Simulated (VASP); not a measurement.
# V (Im-3m) in VASP: notebook

V is run at these levels: PBE; tasks: single point, relaxation of cell and atoms.

All numbers are computed with VASP 6.6.1; they aren't measurements. Logs are shortened: lines on timing, memory, paths and dates and some standing lists are left out, and cuts for length are marked.

**1. The cell of the first run**

Symmetry: Im-3m, No. 229, cubic system. The conventional cell has a = 2.765 Å, b = 2.765 Å, c = 2.765 Å, α = 90.00°, β = 90.00°, γ = 90.00°. Within 3.2 Å of V (site symmetry m-3m) lie 14 V at 2.39 to 2.77 Å.

**2. Single point, PBE**

INCAR reads:

```
ALGO = Normal
EDIFF = 1E-6
ENCUT = 520
GGA = PE
ISIF = 2
ISMEAR = -1
LASPH = True
LCHARG = False
LREAL = False
LWAVE = False
NBANDS = 12
NELM = 100
PREC = Accurate
SIGMA = 0.1
```

KPOINTS reads:

```
k-points
0
Gamma
  19 19 19
```

POSCAR reads:

```
V
1.0
   -1.3825484876      1.3825484876      1.3825484876
    1.3825484876     -1.3825484876      1.3825484876
    1.3825484876      1.3825484876     -1.3825484876
V
1
Direct
    0.0000000000      0.0000000000      0.0000000000
```

Potentials or basis: VASP PAW PBE potentials, release 64 (V_sv).

On the command line:

```sh
$ cat potpaw_PBE.64/V_sv/POTCAR > POTCAR
$ mpirun -np 1 vasp_std > vasp.out
```

OUTCAR:

```text
EDIFF = 1E-6
   ENCUT = 520
   GGA = PE
   ISIF = 2
   ISMEAR = -1
   LASPH = True
   LREAL = False
   NELM = 100
   PREC = Accurate

 ion  position               nearest neighbor table
   1  0.000  0.000  0.000-

  LATTYP: Found a body centered cubic cell.
 ALAT       =     2.7650969752

  Lattice vectors:

 A1 = (  -1.3825484876,   1.3825484876,   1.3825484876)
 A2 = (   1.3825484876,  -1.3825484876,   1.3825484876)
 A3 = (   1.3825484876,   1.3825484876,  -1.3825484876)

Analysis of symmetry for initial positions (statically):
=====================================================================
 Subroutine PRICEL returns:
 Original cell was already a primitive cell.

 Routine SETGRP: Setting up the symmetry group for a
 body centered cubic supercell.

 Subroutine GETGRP returns: Found 48 space group operations
 (whereof 48 operations were pure point group operations)
 out of a pool of 48 trial point group operations.

The static configuration has the point symmetry O_h .

Analysis of symmetry for dynamics (positions and initial velocities):
=====================================================================
 Subroutine PRICEL returns:
 Original cell was already a primitive cell.

 Routine SETGRP: Setting up the symmetry group for a
 body centered cubic supercell.

 Subroutine GETGRP returns: Found 48 space group operations
 (whereof 48 operations were pure point group operations)
 out of a pool of 48 trial point group operations.

The dynamic configuration has the point symmetry O_h .

 Subroutine INISYM returns: Found 48 space group operations
 (whereof 48 operations are pure point group operations),
 and found     1 'primitive' translations

----------------------------------------------------------------------------------------

                                     Primitive cell

  volume of cell :      10.5706

  direct lattice vectors                    reciprocal lattice vectors
    -1.382548488  1.382548488  1.382548488     0.000000000  0.361650969  0.361650969
     1.382548488 -1.382548488  1.382548488     0.361650969  0.000000000  0.361650969
     1.382548488  1.382548488 -1.382548488     0.361650969  0.361650969  0.000000000

  length of vectors
     2.394644224  2.394644224  2.394644224     0.511451705  0.511451705  0.511451705

  position of ions in fractional coordinates (direct lattice)
     0.000000000  0.000000000  0.000000000

  ion indices of the primitive-cell ions
   primitive index   ion index
                 1           1

----------------------------------------------------------------------------------------

 KPOINTS: k-points

Automatic generation of k-mesh.
 Grid dimensions read from file:
 generate k-points for:   19   19   19

 Generating k-lattice:

  Cartesian coordinates                     Fractional coordinates (reciprocal lattice)
     0.000000000  0.019034262  0.019034262     0.052631579  0.000000000  0.000000000
     0.019034262  0.000000000  0.019034262     0.000000000  0.052631579  0.000000000
     0.019034262  0.019034262  0.000000000     0.000000000  0.000000000  0.052631579

  Length of vectors
     0.026918511  0.026918511  0.026918511

  Shift w.r.t. Gamma in fractional coordinates (k-lattice)
     0.000000000  0.000000000  0.000000000

 Subroutine IBZKPT returns following result:
 ===========================================

 Found    220 irreducible k-points:

 Following reciprocal coordinates:
            Coordinates               Weight
  0.000000  0.000000  0.000000      1.000000
  0.052632  0.000000  0.000000     12.000000
  0.105263  0.000000  0.000000     12.000000
  0.157895  0.000000  0.000000     12.000000
  0.210526  0.000000  0.000000     12.000000
  0.263158  0.000000  0.000000     12.000000
[... 16 lines left out ...]
  0.263158  0.105263  0.000000     48.000000
  0.315789  0.105263 -0.000000     48.000000
 [... further k-points ...]
   k-points           NKPTS =    220   k-points in BZ     NKDIM =    220   number of bands    NBANDS=     12
   number of dos      NEDOS =    301   number of ions     NIONS =      1
   total plane-waves  NPLWV =   5832
   dimension x,y,z NGX =    18 NGY =   18 NGZ =   18
   dimension x,y,z NGXF=    36 NGYF=   36 NGZF=   36
   ions per type =               1
   NGX,Y,Z   is equivalent  to a cutoff of  12.50, 12.50, 12.50 a.u.
   NGXF,Y,Z  is equivalent  to a cutoff of  24.99, 24.99, 24.99 a.u.
 SYSTEM =  unknown system
   PREC   = accura    normal or accurate (medium, high low for compatibility)
   ISTART =      0    job   : 0-new  1-cont  2-samecut
   ICHARG =      2    charge: 1-file 2-atom 10-const
   ISPIN  =      1    spin polarized calculation?
   LNONCOLLINEAR =      F non collinear calculations
   LSORBIT =      F    spin-orbit coupling
   LASPH  =      T    aspherical Exc in radial PAW
   ENCUT  =  520.0 eV  38.22 Ry    6.18 a.u.   4.45  4.45  4.45*2*pi/ulx,y,z
   NELM   =    100;   NELMIN=  2; NELMDL= -5     # of ELM steps
   EDIFF  = 0.1E-05   stopping-criterion for ELM
   LREAL  =      F    real-space projection
   EDIFFG = 0.1E-04   stopping-criterion for IOM
   NSW    =      0    number of steps for IOM
   IBRION =     -1    ionic relax: 0-MD 1-quasi-New 2-CG
   NFREE  =      0    steps in history (QN), initial steepest desc. (CG)
   ISIF   =      2    stress and relaxation
   ISYM   =      2    0-nonsym 1-usesym 2-fastsym
   POTIM  = 0.5000    time-step for ionic-motion
   TEBEG  =    0.0;   TEEND  =   0.0 temperature during run
   PSTRESS=    0.0 pullay stress
   NELECT =      13.0000    total number of electrons
   NUPDOWN=      -1.0000    fix difference up-down
   EMIN   =  10.00;   EMAX   =-10.00  energy-range for DOS
   EFERMI =   0.00;   METHOD = LEGACY
   ISMEAR =    -1;   SIGMA  =   0.10  broadening in eV -4-tet -1-fermi 0-gaus
   EFERMI_NEDOS =   21; number of points for ismear=-14 and -15
   IALGO  =     38    algorithm
   IMIX   =      4    mixing-type and parameters
     AMIX     =   0.40;   BMIX     =  1.00
     AMIX_MAG =   1.60;   BMIX_MAG =  1.00
  volume/ion in A,a.u.               =      10.57        71.33
  Fermi-wavevector in a.u.,A,eV,Ry     =   1.753970  3.314523 41.857126  3.076412
  Thomas-Fermi vector in A             =   2.824002
   LORBIT       =      0    0 simple, 1 ext, 2 COOP (PROOUT), +10 PAW based schemes
   GGA     = PE    functional components
   LHFCALC =     F    Hartree Fock is set to
   AEXX    =    0.0000 exact exchange contribution
   IVDW    =     0    specifies the selected vdW correction
   LEPSILON=     F    determine dielectric tensor
   LRPA    =     F    only Hartree local field effects (RPA)
 non-spin polarized calculation
  energy-cutoff  :      520.00
  volume of cell :       10.57
 maximum number of plane-waves:       321
 NGX is ok and might be reduce to    18
   NGX =  9   NGY =  9   NGZ =  9

 number of electron      13.0000008 magnetization

 Free energy of the ion-electron system (eV)
  ---------------------------------------------------
  ext. energy  EPLUGINS =         0.00000000
  ---------------------------------------------------
  free energy    TOTEN  =        -8.49333344 eV

  energy without entropy =       -8.45046451  energy(sigma->0) =       -8.47189897

 E-fermi :  13.1000     XC(G=0): -14.2754

 val. band max:       13.0840643353   @ k =  -0.2105   0.2105   0.0526
 cond. band min:      13.1041858178   @ k =  -0.1579   0.2105   0.0526
 fundamental gap:      0.0201214826
 Fermi energy:        13.0999548156

 k-point     1 :       0.0000    0.0000    0.0000
  band No.  band energies     occupation
      1     -50.4811      2.00000
      2     -23.1914      2.00000
      3     -23.1914      2.00000
      4     -23.1914      2.00000
      5       6.1416      2.00000
      6      13.4787      0.04431
      7      13.4787      0.04431
      8      13.4787      0.04431
      9      16.1841      0.00000
     10      16.1841      0.00000
     11      35.4593      0.00000
     12      35.4593      0.00000

 k-point     2 :       0.0526    0.0000    0.0000
  band No.  band energies     occupation
      1     -50.4680      2.00000
      2     -23.2458      2.00000
      3     -23.2071      2.00000
      4     -23.1921      2.00000
      5       6.2839      2.00000
      6      13.4096      0.08654
      7      13.4648      0.05076
      8      13.5898      0.01481
      9      16.0980      0.00000
     10      16.1878      0.00000
     11      35.3980      0.00000
     12      35.4857      0.00000

 k-point     3 :       0.1053    0.0000    0.0000
  band No.  band energies     occupation
      1     -50.4301      2.00000
      2     -23.4019      2.00000
      3     -23.2522      2.00000
      4     -23.1940      2.00000
      5       6.6944      2.00000
      6      13.2142      0.48376
      7      13.4038      0.09144
      8      13.9168      0.00057
      9      15.8980      0.00000
     10      16.2018      0.00000
     11      35.1447      0.00000
     12      35.4854      0.00000
[... 286 lines left out ...]
 k-point    23 :       0.2632    0.1053    0.0000
  band No.  band energies     occupation
      1     -50.1138      2.00000
      2     -24.5381      2.00000
      3     -23.6208      2.00000
      4     -23.2769      2.00000
      5       9.4604      2.00000
      6      11.9137      1.99999
      7      12.8930      1.77579
      8      15.7316      0.00000
      9      16.6967      0.00000
     10      17.4057      0.00000
     11      30.6074      0.00000
     12      32.4712      0.00000

 k-point    24 :       0.3158    0.1053   -0.0000
  band No.  band energies     occupation
      1     -50.0473      2.00000
      2     -24.7535      2.00000
      3     -23.7122      2.00000
      4     -23.2826      2.00000
      5       9.5035      2.00000
      6      11.6750      2.00000
      7      13.4921      0.03886
      8      15.9626      0.00000
      9      16.8326      0.00000
     10      18.3178      0.00000
     11      28.9908      0.00000
     12      31.6796      0.00000

 [... further k-points ...]

------------------------ aborting loop because EDIFF is reached ----------------------------------------

  FORCE on cell =-STRESS in cart. coord.  units (eV):
  Direction    XX          YY          ZZ          XY          YZ          ZX
  --------------------------------------------------------------------------------------
  -------------------------------------------------------------------------------------
  Total        4.6160686      4.6160686      4.6160686      0.0000000      0.0000000      0.0000000
  in kB      699.6514307    699.6514307    699.6514307      0.0000000      0.0000000      0.0000000
  external PRESSURE =     699.6514307 kB  Pullay stress =       0.0000000 kB

 VOLUME and BASIS-vectors are now :
 -----------------------------------------------------------------------------
  energy-cutoff  :      520.00
  volume of cell :       10.57
      direct lattice vectors                 reciprocal lattice vectors
    -1.382548488  1.382548488  1.382548488     0.000000000  0.361650969  0.361650969
     1.382548488 -1.382548488  1.382548488     0.361650969  0.000000000  0.361650969
     1.382548488  1.382548488 -1.382548488     0.361650969  0.361650969  0.000000000

 POSITION                                       TOTAL-FORCE (eV/Angst)
 -----------------------------------------------------------------------------------
      0.00000      0.00000      0.00000         0.000000     -0.000000      0.000000
 -----------------------------------------------------------------------------------
    total drift:                                0.000000      0.000000      0.000000

  FREE ENERGIE OF THE ION-ELECTRON SYSTEM (eV)
  ---------------------------------------------------
  free  energy   TOTEN  =        -8.4933334432 eV

  energy  without entropy=       -8.4504645053  energy(sigma->0) =       -8.47189897
```

Run time: 30 s. Hardware: 1 thread of Intel Xeon 8259CL, shared host; peak memory 0.14 GiB.

Results:

| Quantity | Value |
| --- | --- |
| Free energy | -8.4933 eV |
| Pressure | 70.0 GPa |
| Band gap on the k mesh | zero (an odd number of electrons rules out a gap without spin polarisation) |

Caveat: the cell stands under pressure.

**3. Single point, PBE**

INCAR reads:

```
PREC = Accurate ; ENCUT = 520
EDIFF = 1E-7 ; ISMEAR = -1
SIGMA = 0.1 ; LREAL = False
LASPH = True ; NELM = 80
ALGO = Normal ; ISIF = 2
LWAVE = False ; LCHARG = True
GGA = PE ; LELF = True
LVHAR = True ; NBANDS = 12
```

KPOINTS reads:

```
Automatic mesh
0
Gamma
  19 19 19
```

POSCAR reads:

```
V
1.0
   -1.3825008510      1.3825008510      1.3825008510
    1.3825008510     -1.3825008510      1.3825008510
    1.3825008510      1.3825008510     -1.3825008510
V
1
Direct
    0.0000000000      0.0000000000      0.0000000000
```

Potentials or basis: VASP PAW PBE potentials, release 64 (V_sv).

On the command line:

```sh
$ cat potpaw_PBE.64/V_sv/POTCAR > POTCAR
$ mpirun -np 1 vasp_std > vasp.out
```

It took 33 s on 1 thread of Intel Xeon 8259CL, shared host; peak memory 0.14 GiB.

The run converged. Its results:

```
Free energy            : -8.4929 eV
Pressure               : 70.0 GPa
Band gap on the k mesh : zero (an odd number of electrons rules out a gap without spin polarisation)
```

Levels at points of the mesh, in eV from the Fermi level:
| k point | band 3 | band 4 | band 5 | band 6 | band 7 | band 8 | band 9 | band 10 |
| --- | --- | --- | --- | --- | --- | --- | --- | --- |
| (0.00, 0.00, 0.00) | -36.29 | -36.29 | -6.96 | 0.38 | 0.38 | 0.38 | 3.08 | 3.08 |

Caveat: the cell stands under pressure.

**4. Relaxation of cell and atoms, PBE, target pressure 69 GPa, at which the enthalpy is minimised**

INCAR reads:

```
SYSTEM = V
  ALGO = Normal
  EDIFF = 1E-6
  EDIFFG = -0.005
  ENCUT = 600
  GGA = PE
  IBRION = 2
  ISIF = 3
  ISMEAR = -1
  LASPH = .True.
  LCHARG = .False.
  LREAL = .False.
  LWAVE = .False.
  NELM = 60
  NSW = 60
  PREC = Accurate
  PSTRESS = 690.0
  SIGMA = 0.1
```

KPOINTS reads:

```
k-points
0
Gamma
  19 19 19
  0 0 0
```

POSCAR reads:

```
V
1.0
   -1.3823791488      1.3823791488      1.3823791488
    1.3823791488     -1.3823791488      1.3823791488
    1.3823791488      1.3823791488     -1.3823791488
V
1
Direct
    0.0000000000      0.0000000000      0.0000000000
```

On the command line:

```sh
$ cat potpaw_PBE.64/V_sv/POTCAR > POTCAR
$ mpirun -np 1 vasp_std > vasp.out
```

Wall time 64 s (1 thread of Intel Xeon 8259CL, shared host); peak memory 0.15 GiB.

The run converged. Its results:

```yaml
Free_energy: -8.5038 eV
Relaxed_volume: 10.59 Å³/atom
Relaxed_cell: a = 2.396 Å, b = 2.396 Å, c = 2.396 Å, α = 109.47°, β = 109.47°, γ = 109.47°
Space_group_after_relaxing_to_0.1_Å: Im-3m (No. 229)
Energy_change_on_relaxing_the_run_minimises_the_enthalpy: -12.2 meV/atom
Ionic_steps: 3
Pressure_after_relaxing: 69.0 GPa
Band_gap_on_the_k_mesh: zero (an odd number of electrons rules out a gap without spin polarisation)
```

Step by step:
```tsv
step	energy change (eV)	largest force (eV/Å)	pressure (GPa)	volume (Å³)
1	0.0000	0.0000	70.08	10.57
2	-0.0464	0.0000	65.83	10.68
3	-0.0122	0.0000	69.02	10.59
```

Final structure:
```
V
1.0
    -1.38360    1.38360    1.38360
     1.38360   -1.38360    1.38360
     1.38360    1.38360   -1.38360
V
1
Direct
  0.00000 0.00000 0.00000
```

Levels at points of the mesh, in eV from the Fermi level:
```
           k point  band 2  band 3  band 4  band 5  band 6  band 7  band 8  band 9  band 10
(0.00, 0.00, 0.00)  -36.30  -36.30  -36.30   -6.96    0.38    0.38    0.38    3.08     3.08
```

Caveat: the cell is relaxed towards a set pressure, so the run minimises the enthalpy, not the energy.

**5. Relaxation of cell and atoms, PBE, target pressure 69 GPa, at which the enthalpy is minimised**

INCAR reads:

```
SYSTEM = V
PREC = Accurate
ENCUT = 600
EDIFF = 1E-7
ISMEAR = -1
SIGMA = 0.1
LREAL = .FALSE.
LASPH = .TRUE.
NELM = 80
ALGO = Normal
ISIF = 3
LWAVE = .FALSE.
LCHARG = .FALSE.
GGA = PE
IBRION = 2
NSW = 32
EDIFFG = -0.005
PSTRESS = 690.0
```

KPOINTS reads:

```
Automatic mesh
0
G
  19 19 19
  0 0 0
```

POSCAR reads:

```
V
1.0
   -1.3825484876      1.3825484876      1.3825484876
    1.3825484876     -1.3825484876      1.3825484876
    1.3825484876      1.3825484876     -1.3825484876
V
1
Direct
    0.0000000000      0.0000000000      0.0000000000
```

On the command line:

```sh
$ cat potpaw_PBE.64/V_sv/POTCAR > POTCAR
$ mpirun -np 1 vasp_std > vasp.out
```

Wall time 67 s (1 thread of Intel Xeon 8259CL, shared host); peak memory 0.15 GiB.

Results (log left out):

```
Free energy                                                : -8.5036 eV
Relaxed volume                                             : 10.59 Å³/atom
Relaxed cell                                               : a = 2.396 Å, b = 2.396 Å, c = 2.396 Å, α = 109.47°, β = 109.47°, γ = 109.47°
Space group after relaxing (to 0.1 Å)                      : Im-3m (No. 229)
Energy change on relaxing (the run minimises the enthalpy) : -10.3 meV/atom
Ionic steps                                                : 3
Pressure after relaxing                                    : 69.0 GPa
Band gap on the k mesh                                     : zero (an odd number of electrons rules out a gap without spin polarisation)
```

The path:
```
step  energy change (eV)  largest force (eV/Å)  pressure (GPa)  volume (Å³)
   1              0.0000                0.0000           69.92        10.57
   2             -0.0398                0.0000           66.32        10.66
   3             -0.0103                0.0000           69.00        10.59
```

Final structure:
```xyz
1
Lattice="-1.3836 1.3836 1.3836 1.3836 -1.3836 1.3836 1.3836 1.3836 -1.3836" Properties=species:S:1:pos:R:3 pbc="T T T"
V     0.0000    0.0000    0.0000
```

Levels at points of the mesh, in eV from the Fermi level:
```
           k point  band 3  band 4  band 5  band 6  band 7  band 8  band 9  band 10
(0.00, 0.00, 0.00)  -36.30  -36.30   -6.96    0.38    0.38    0.38    3.08     3.08
```

Caveat: the cell is relaxed towards a set pressure, so the run minimises the enthalpy, not the energy.

**6. The runs side by side**

| task | cell | cutoff (eV) | gap on the mesh (eV) | pressure (GPa) |
| --- | --- | --- | --- | --- |
| single point | a = 2.395 Å, angles 109.5°, 1 atom | 520 | none | 70.0 |
| relaxation of cell and atoms | relaxed to 69 GPa from a = 2.394 Å, angles 109.5°, 1 atom | 600 | none | 69.0 |
| relaxation of cell and atoms | relaxed to 69 GPa from a = 2.395 Å, angles 109.5°, 1 atom | 600 | none | 69.0 |

Alike in all rows: level PBE; potentials or basis VASP PAW PBE potentials, release 64 (V_sv); no spin polarisation; k mesh 19 × 19 × 19; smearing fermi-dirac 0.1 eV.

Caveats: the cell is relaxed towards a set pressure, so the run minimises the enthalpy, not the energy (at least some runs); the cell stands under pressure (at least some runs).

Total energies depend on the potentials used, so only differences within one code and one set of settings carry meaning.
